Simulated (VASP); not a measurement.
W2Cl3: relaxation of cell and atoms with PBE

Crystal: W2Cl3.

```
W Cl
1.0
     3.54783    0.00000    0.00000
    -1.77391    3.07251    0.00000
     0.00000    0.00000   11.35304
W Cl
2 3
Direct
  0.00000 0.00000 0.00000
  0.00000 0.00000 0.50000
  0.33333 0.66667 0.12000
  0.33333 0.66667 0.62000
  0.66667 0.33333 0.38000
```

This cell differs from its parent crystal: atoms taken out.

```json
{
 "Program": "VASP 6.6.1",
 "Task": "relaxation of cell and atoms",
 "Functional": "PBE",
 "Potentials or basis": "VASP PAW PBE potentials, release 64 (W_sv, Cl)",
 "Cutoff": "600 eV",
 "k mesh": "6 × 6 × 2",
 "Occupations": "gaussian, width 0.1 eV",
 "Spin": "no spin polarisation",
 "Dipole correction": "no",
 "Further INCAR settings": "ALGO = Normal; EDIFF = 1e-07; IBRION = 2; EDIFFG = -0.04; NSW = 90; ISIF = 3"
}
```

```
Relaxed volume                        : 21.95 Å³/atom
Relaxed cell                          : a = 3.027 Å, b = 3.027 Å, c = 13.834 Å, α = 90.00°, β = 90.00°, γ = 120.00°
Space group after relaxing (to 0.1 Å) : P3m1 (No. 156)
Energy gained by relaxing             : 499.8 meV/atom
Ionic steps                           : 28
Pressure after relaxing               : 0.0 GPa
Largest force after relaxing          : 0.029 eV/Å
Band gap on the k mesh                : zero (an odd number of electrons rules out a gap without spin polarisation)
```

Forces on the atoms (eV/Å):
```
W    0.000  0.000 -0.024
W    0.000  0.000  0.029
Cl   0.000  0.000 -0.020
Cl   0.000  0.000  0.008
Cl   0.000  0.000  0.007
```

Stress tensor (GPa, compression positive):
```
 0.03  0.00  0.00
 0.00  0.03  0.00
 0.00  0.00 -0.11
```

The path:
```
step  energy change (eV)  largest force (eV/Å)  pressure (GPa)  volume (Å³)
   1              0.0000                1.0532           -6.31       123.76
   2             -1.3282                2.5383            4.82       106.54
   3             -1.4250                3.1986           10.89       101.36
   4             -2.0455                2.1339            8.71       100.40
   5             -2.3304                0.8628            7.80        98.95
   6             -2.3299                0.8280            7.83        98.71
   7             -2.4626                0.2293            1.89       102.83
   8             -2.4699                0.2083            0.22       104.19
   9             -2.4699                0.2100            0.35       104.08
  10             -2.4725                0.1700            0.28       104.18
  11             -2.4764                0.1546            0.09       104.46
  12             -2.4764                0.1802            0.07       104.50
  13             -2.4777                0.1726            0.10       104.61
  14             -2.4812                0.1505            0.21       104.93
  15             -2.4861                0.1080            0.44       105.58
  16             -2.4885                0.2787            0.96       106.86
  17             -2.4892                0.2711            0.89       107.01
  18             -2.4909                0.2483            0.67       107.45
  19             -2.4934                0.2038            0.25       108.32
  20             -2.4943                0.1735           -0.55       110.09
  21             -2.4946                0.1828           -0.30       109.53
  22             -2.4955                0.1526           -0.26       109.56
  23             -2.4974                0.0705           -0.13       109.65
  24             -2.4978                0.1282            0.14       109.84
  25             -2.4982                0.0807            0.02       109.76
  26             -2.4984                0.0669           -0.02       109.80
  27             -2.4987                0.0450           -0.14       109.89
  28             -2.4989                0.0295           -0.02       109.76
```

Final structure:
```
W Cl
1.0
     3.02688    0.00000    0.00000
    -1.51344    2.62136    0.00000
     0.00000    0.00000   13.83370
W Cl
2 3
Direct
  0.00000 0.00000 0.98872
  0.00000 0.00000 0.50655
  0.33333 0.66667 0.11407
  0.33333 0.66667 0.63438
  0.66667 0.33333 0.37628
```

Levels at points of the mesh, in eV from the Fermi level:
```
           k point  band 23  band 24  band 25  band 26  band 27  band 28
(0.00, 0.00, 0.00)    -1.19    -0.79    -0.79    -0.46    -0.46     1.18
(0.50, 0.00, 0.00)    -0.61     0.51     0.97     1.41     1.62     2.53
(0.00, 0.00, 0.50)    -1.19    -0.79    -0.79    -0.46    -0.46     1.18
(0.50, 0.00, 0.50)    -0.60     0.50     0.98     1.41     1.62     2.56
```

It took 29 min on 1 thread of Intel(R) Xeon(R) Platinum 8259CL CPU @ 2.50GHz (Skylake/Cascade Lake), on a shared host, peak memory 0.31 GiB.

Caveat: the cell differs from its parent crystal (atoms taken out); a cell axis changed by over 15 % at a fixed basis, so the end point is rough; spin-orbit coupling is left out, which moves the levels of the heavy elements; an odd number of electrons without spin polarisation forces a metal; a magnetic or distorted state may lie lower.
